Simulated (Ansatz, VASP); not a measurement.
## Two plane-wave programs on Be2TeI

```
Be Te I
1.0
     3.84190    0.00000    0.00000
    -1.92095    3.32718    0.00000
     0.00000    0.00000    6.53703
Be Te I
2 1 1
Direct
  0.66667 0.33333 0.21118
  0.66667 0.33333 0.78882
  0.00000 0.00000 0.00000
  0.33333 0.66667 0.50000
```

Alike in both runs: functional PBE; k mesh 12 × 12 × 8; occupations gaussian, width 0.1 eV; no spin polarisation.

Ansatz relaxed the structure, and its values are those at the end. VASP's run is a single point on that final structure, the one shown.

|  | VASP | Ansatz |
| --- | --- | --- |
| version | VASP 6.6.1 | Ansatz 0.2.0 |
| potentials or method | VASP PAW PBE potentials, release 64 (Be, Te, I), cutoff 520 eV | scalar-relativistic, plane waves, PAW |
| valence electrons in the cell | 17 | 37 |

|  | VASP | Ansatz | Ansatz less VASP |
| --- | --- | --- | --- |
| gap on the k mesh at the Fermi level (eV) | none | none | - |
| pressure (GPa) | 0.1 | 0.0 | -0.05 |

A gap of «none» marks a metal or a gap that the smearing closes. VASP's potentials hold 17 valence electrons a cell and Ansatz's 37, so a difference there can come from the potentials and not from the codes.

Neither program's run includes spin-orbit coupling.
